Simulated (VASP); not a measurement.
# RbBr (Fm-3m) in VASP: notebook, part 2 of 2

VASP 6.6.1. The steps go on from the part before.

## (3) Electric field gradients, r2SCAN (18.57 Å³/atom)

This run uses another cell than the first one, of 18.57 Å³/atom.

Input file POSCAR:

```
RbBr
1.0
    0.0000000000      2.6483273584      2.6483273584
    2.6483273584      0.0000000000      2.6483273584
    2.6483273584      2.6483273584      0.0000000000
Rb Br
1 1
Direct
    0.0000000000      0.0000000000      0.0000000000
    0.5000000000      0.5000000000      0.5000000000
```

Input file INCAR.step1:

```
SYSTEM = RbBr
PREC     = Accurate       ! precision mode
ENCUT    = 520            ! plane-wave cutoff, eV
ISMEAR   = -1             ! smearing method
SIGMA    = 0.03           ! smearing width, eV
LREAL    = .False.        ! projectors in reciprocal space
LASPH    = .True.         ! aspherical terms in the spheres
NELM     = 60             ! most SCF steps
NBANDS   = 15             ! bands
GGA      = PE             ! functional
ALGO     = Normal         ! electronic algorithm
EDIFF    = 1E-4           ! SCF threshold, eV
LWAVE    = .True.         ! write WAVECAR
LCHARG   = .False.        ! write CHGCAR
```

Input file INCAR.step2:

```
SYSTEM = RbBr
PREC     = Accurate       ! precision mode
ENCUT    = 520            ! plane-wave cutoff, eV
EDIFF    = 1E-8           ! SCF threshold, eV
ISMEAR   = -1             ! smearing method
SIGMA    = 0.03           ! smearing width, eV
LREAL    = .False.        ! projectors in reciprocal space
LASPH    = .True.         ! aspherical terms in the spheres
NELM     = 60             ! most SCF steps
ALGO     = Normal         ! electronic algorithm
ISIF     = 2              ! what is computed and relaxed
LWAVE    = .False.        ! write WAVECAR
LCHARG   = .False.        ! write CHGCAR
METAGGA  = R2SCAN         ! meta-GGA
LMIXTAU  = .True.       
LEFG     = .True.       
NBANDS   = 15             ! bands
ISTART   = 1
```

Input file KPOINTS:

```
Automatic mesh
0
Gamma
  7 7 7
  0 0 0
```

Potentials or basis: VASP PAW PBE potentials, release 64 (Rb_sv, Br).

Started as:

```bash
cat potpaw_PBE.64/Rb_sv/POTCAR potpaw_PBE.64/Br/POTCAR > POTCAR
cp INCAR.step1 INCAR
mpirun -np 1 vasp_std > vasp.out
cp INCAR.step2 INCAR
mpirun -np 1 vasp_std > vasp.out
```

OUTCAR:

```text
SYSTEM = RbBr
   PREC = Accurate
   ENCUT = 520
   EDIFF = 1E-8
   ISMEAR = -1
   LREAL = .False.
   LASPH = .True.
   NELM = 60
   ISIF = 2
   METAGGA = R2SCAN
   ISTART = 1

 ion  position               nearest neighbor table
   1  0.000  0.000  0.000-   2 2.65   2 2.65   2 2.65   2 2.65   2 2.65   2 2.65
   2  0.500  0.500  0.500-   1 2.65   1 2.65   1 2.65   1 2.65   1 2.65   1 2.65

  LATTYP: Found a face centered cubic cell.
 ALAT       =     5.2966547168

  Lattice vectors:

 A1 = (   0.0000000000,   2.6483273584,   2.6483273584)
 A2 = (   2.6483273584,   0.0000000000,   2.6483273584)
 A3 = (   2.6483273584,   2.6483273584,   0.0000000000)

Analysis of symmetry for initial positions (statically):
=====================================================================
 Subroutine PRICEL returns:
 Original cell was already a primitive cell.

 Routine SETGRP: Setting up the symmetry group for a
 face centered cubic supercell.

 Subroutine GETGRP returns: Found 48 space group operations
 (whereof 48 operations were pure point group operations)
 out of a pool of 48 trial point group operations.

The static configuration has the point symmetry O_h .

Analysis of symmetry for dynamics (positions and initial velocities):
=====================================================================
 Subroutine PRICEL returns:
 Original cell was already a primitive cell.

 Routine SETGRP: Setting up the symmetry group for a
 face centered cubic supercell.

 Subroutine GETGRP returns: Found 48 space group operations
 (whereof 48 operations were pure point group operations)
 out of a pool of 48 trial point group operations.

The dynamic configuration has the point symmetry O_h .
[... 497 lines left out ...]
      6       1.2389      2.00000
      7       3.2127      2.00000
      8       3.7079      2.00000
      9       9.7808      0.00000
     10      11.4243      0.00000
     11      15.5307      0.00000
     12      16.1936      0.00000
     13      16.6316      0.00000
     14      19.6443      0.00000
     15      19.8029      0.00000

------------------------ aborting loop because EDIFF is reached ----------------------------------------

  FORCE on cell =-STRESS in cart. coord.  units (eV):
  Direction    XX          YY          ZZ          XY          YZ          ZX
  --------------------------------------------------------------------------------------
  -------------------------------------------------------------------------------------
  Total       19.4498782     19.4498782     19.4498782     -0.0000000      0.0000000      0.0000000
  in kB      838.8464499    838.8464499    838.8464499     -0.0000000      0.0000000      0.0000000
  external PRESSURE =     838.8464499 kB  Pullay stress =       0.0000000 kB

 VOLUME and BASIS-vectors are now :
 -----------------------------------------------------------------------------
  energy-cutoff  :      520.00
  volume of cell :       37.15
      direct lattice vectors                 reciprocal lattice vectors
     0.000000000  2.648327358  2.648327358    -0.188798412  0.188798412  0.188798412
     2.648327358  0.000000000  2.648327358     0.188798412 -0.188798412  0.188798412
     2.648327358  2.648327358  0.000000000     0.188798412  0.188798412 -0.188798412

 POSITION                                       TOTAL-FORCE (eV/Angst)
 -----------------------------------------------------------------------------------
      0.00000      0.00000      0.00000         0.000000     -0.000000     -0.000000
      2.64833      2.64833      2.64833        -0.000000      0.000000      0.000000
 -----------------------------------------------------------------------------------
    total drift:                                0.000000      0.000000      0.000000

  FREE ENERGIE OF THE ION-ELECTRON SYSTEM (eV)
  ---------------------------------------------------
  free  energy   TOTEN  =       -25.6287677675 eV

  energy  without entropy=      -25.6287677675  energy(sigma->0) =      -25.62876777

 Electric field gradients (V/A^2)
---------------------------------------------------------------------
 ion       V_xx      V_yy      V_zz      V_xy      V_xz      V_yz
---------------------------------------------------------------------
   1      -0.000    -0.000     0.000    -0.000    -0.000    -0.000
   2      -0.000     0.000    -0.000     0.000     0.000     0.000
---------------------------------------------------------------------

 Electric field gradients after diagonalization (V/A^2)
 (convention: |V_zz| > |V_xx| > |V_yy|)
----------------------------------------------------------------------
 ion       V_xx      V_yy      V_zz     asymmetry (V_yy - V_xx)/ V_zz
----------------------------------------------------------------------
   1       0.000     0.000    -0.000       0.000
   2      -0.000    -0.000     0.000       0.000
----------------------------------------------------------------------

           NMR quadrupolar parameters

 Cq : quadrupolar parameter    Cq=e*Q*V_zz/h
 eta: asymmetry parameters     (V_yy - V_xx)/ V_zz
 Q  : nuclear electric quadrupole moment in mb (millibarn)
----------------------------------------------------------------------
 ion       Cq(MHz)       eta       Q (mb)
----------------------------------------------------------------------
   1      -0.000       0.000       1.000
   2       0.000       0.000       1.000
----------------------------------------------------------------------
```

OUTCAR.step1:

```text
SYSTEM = RbBr
   PREC = Accurate
   ENCUT = 520
   ISMEAR = -1
   LREAL = .False.
   LASPH = .True.
[... 573 lines left out ...]
      0.00000      0.00000      0.00000         0.000000      0.000000     -0.000000
      2.64833      2.64833      2.64833         0.000000     -0.000000      0.000000
 -----------------------------------------------------------------------------------
    total drift:                                0.000000      0.000000      0.000000

  FREE ENERGIE OF THE ION-ELECTRON SYSTEM (eV)
  ---------------------------------------------------
  free  energy   TOTEN  =        -0.5768489784 eV

  energy  without entropy=       -0.5768489784  energy(sigma->0) =       -0.57684898
```

It took 31 s on 1 thread of Intel Xeon 6975P-C (Granite Rapids), shared host; peak memory 0.16 GiB.

Results:

* Free energy: -25.6288 eV
* Pressure: 83.9 GPa
* Band gap on the k mesh: 2.73 eV (least direct gap 2.98 eV)
* Largest electric field gradient by atom: under 0.05 V/Å² on every atom

Caveat: the cell stands under pressure; the PAW data sets were made with another functional, which shifts forces and pressure a little; an odd mesh through Γ misses points on the zone boundary, where band edges can lie.
